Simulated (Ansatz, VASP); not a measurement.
# WC: VASP beside Ansatz

The input INCAR:

```
SYSTEM = WC
ALGO = Normal
EDIFF = 1E-6
ENCUT = 520
GGA = PS
ISIF = 2
ISMEAR = 0
LASPH = .TRUE.
LCHARG = .FALSE.
LREAL = .FALSE.
LWAVE = .FALSE.
NBANDS = 16
NELM = 80
PREC = Accurate
SIGMA = 0.15
```

The input KPOINTS:

```
k-points
0
G
  18 18 16
  0 0 0
```

File POSCAR:

```
WC
1.0
    2.9005014360      0.0000000000      0.0000000000
   -1.4502507180      2.5119079273      0.0000000000
    0.0000000000      0.0000000000      2.8290000000
W C
1 1
Direct
    0.0000000000      0.0000000000      0.0000000000
    0.6149514708      0.3333333333      0.4469777306
```

Input for Ansatz:

```yaml
crystal:
  lattice:
    - [2.900501436, 0.0, 0.0]
    - [-1.450250718, 2.5119079273, 0.0]
    - [0.0, 0.0, 2.829]
  atoms:
    - { symbol: W, position: [0.0, 0.0, 0.0] }
    - { symbol: C, position: [0.6149514708, 0.3333333333, 0.4469777306] }
basis:
  ecutwfc: 420
kpoints:
  mp_grid: { grid: [18, 18, 16] }
hamiltonian:
  xc: pbesol
scf:
  occupations: { method: gaussian, width: 0.15 }
output:
  forces: true
  stress: true
  eigenvalues: true
```

Alike in both runs: task single point; functional PBEsol; k mesh 18 × 18 × 16; occupations gaussian, width 0.15 eV; no spin polarisation.

|  | VASP | Ansatz |
| --- | --- | --- |
| version | VASP 6.6.1 | Ansatz 0.2.0 |
| potentials or method | VASP PAW PBE potentials, release 64 (W_sv, C), cutoff 520 eV | scalar-relativistic, plane waves, PAW |
| valence electrons in the cell | 18 | 18 |

Ansatz gave:

```
gap on the k mesh at the Fermi level (eV)                     : none
pressure (GPa)                                                : 8.0
traceless stress, the component that is largest in VASP (GPa) : 8.95
rms of the force components (eV/Å)                            : 2.013
```

Which values does VASP return?

gap on the k mesh at the Fermi level (eV): none; pressure (GPa): 9.4; traceless stress, the component that is largest in VASP (GPa): 9.04; rms of the force components (eV/Å): 2.032.

VASP's potentials were made for PBE, not for PBEsol. Atom by atom the forces differ by 0.020 eV/Å (rms over components). A gap of «none» marks a metal or a gap that the smearing closes.

Spin-orbit coupling is off throughout.
